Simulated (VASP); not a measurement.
A run of VASP 6.6.1 is set up as follows.

Contents of INCAR:

```
SYSTEM = Al2O3
ALGO = Normal
EDIFF = 1E-6
ENCUT = 520
GGA = PE
ISIF = 2
ISMEAR = 0
IVDW = 12
LASPH = .True.
LCHARG = .True.
LELF = .True.
LREAL = .False.
LVHAR = .True.
LWAVE = .False.
NBANDS = 20
NELM = 80
PREC = Accurate
SIGMA = 0.05
```

KPOINTS

```
k-points
0
Gamma
  9 9 4
  0 0 0
```

POSCAR

```
Al2O3
1.0
    2.8672039189      0.0000000000      0.0000000000
   -1.4336019595      2.4830714316      0.0000000000
    0.0000000000      0.0000000000      7.0774000000
Al O
2 3
Direct
    0.0000000000      0.0000000000      0.1907358529
    0.0000000000      0.0000000000      0.8092641471
    0.3333333333      0.6666666667      0.2840924954
    0.6666666667      0.3333333333      0.0000000000
    0.3333333333      0.6666666667      0.7159075046
```

Potentials or basis: VASP PAW PBE potentials, release 64 (Al, O).

Run with:

```sh
$ cat potpaw_PBE.64/Al/POTCAR potpaw_PBE.64/O/POTCAR > POTCAR
$ mpirun -np 1 vasp_std > vasp.out
```

Task: Estimate the pressure.

Result: 4.2 GPa.

Task: Predict the dispersion energy per atom.

Result: -0.200 eV.

Task: Predict the band gap on the k mesh.

Result: 4.49 eV, indirect (least direct gap 4.60 eV).

Stress tensor (GPa, compression positive):
```
1.88 0.00 0.00
0.00 1.88 0.00
0.00 0.00 8.83
```

A k mesh can miss the band edges.
